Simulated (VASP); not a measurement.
A run of VASP 6.6.1 is set up as follows.

INCAR

```
ALGO = Normal
EDIFF = 1E-7
ENCUT = 520
GGA = PE
ISIF = 2
ISMEAR = -1
ISPIN = 2
LASPH = T
LCHARG = F
LDAU = T
LDAUJ = 0
LDAUL = 2
LDAUPRINT = 1
LDAUTYPE = 2
LDAUU = 6.2
LMAXMIX = 4
LORBIT = 11
LREAL = F
LWAVE = F
MAGMOM = 1.28
NBANDS = 15
NELM = 150
NUPDOWN = 1.28
PREC = Accurate
SIGMA = 0.05
```

The input KPOINTS:

```
k-points
0
Gamma
  12 12 12
```

Contents of POSCAR:

```
Ni
1.0
    0.0000000000      1.7698700000      1.7698700000
    1.7698700000      0.0000000000      1.7698700000
    1.7698700000      1.7698700000      0.0000000000
Ni
1
Direct
    0.0000000000      0.0000000000      0.0000000000
```

Potentials or basis: VASP PAW PBE potentials, release 64 (Ni).

Command:

```console
$ cat potpaw_PBE.64/Ni/POTCAR > POTCAR
$ mpirun -np 1 vasp_std > vasp.out
```

Q: Estimate the pressure.

A: -2.6 GPa.

Eigenvalues of the final occupation matrices:
```tsv
site	spin	trace	eigenvalues
site 1 d	1	4.81	0.96 0.96 0.96 0.97 0.97
site 1 d	2	3.59	0.57 0.57 0.57 0.93 0.93
```

Caveat: the total moment is fixed, so each spin has its own Fermi level; the U is typed as a test and isn't derived for this compound. The state reached can hang on the start; a lower one may exist.
